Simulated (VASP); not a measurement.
Crystal: Al2O3.

```xyz
10
Lattice="4.6138 0.0000 0.0000 0.0000 9.5633 0.0000 0.0000 0.0000 3.1199" Properties=species:S:1:pos:R:3 pbc="T T T"
Al    4.5352    7.8856    0.0000
Al    0.0785    1.6777    0.0000
Al    2.2283    6.4593    1.5599
Al    2.3854    3.1040    1.5599
O     2.3069    4.7816    1.5599
O     0.5704    7.2016    1.5599
O     1.7365    2.4200    0.0000
O     2.8773    7.1433    0.0000
O     0.0000    0.0000    0.0000
O     4.0434    2.3617    1.5599
```

Base run:

- Program: VASP 6.6.1
- Functional: PBE
- Potentials or basis: VASP PAW PBE potentials, release 64 (Al, O)
- Cutoff: 520 eV
- k mesh: 8 × 4 × 12
- Occupations: fermi-dirac, width 0.05 eV
- Spin: no spin polarisation

Its results: band gap on the k mesh 3.51 eV, direct; pressure -0.1 GPa; largest force 0.191 eV/Å.

Q: The run is repeated on the same cell with these changes: functional from PBE to RPBE; k mesh from 8 × 4 × 12 to 6 × 3 × 9. What comes out?

A: Band gap on the k mesh 3.68 eV, direct; pressure 2.6 GPa; largest force 0.214 eV/Å.

Several settings changed at once, so the effect can't be laid on one alone.

Caveats: the PAW data sets were made with another functional, which shifts forces and pressure a little (some runs).

A k mesh can miss the band edges.
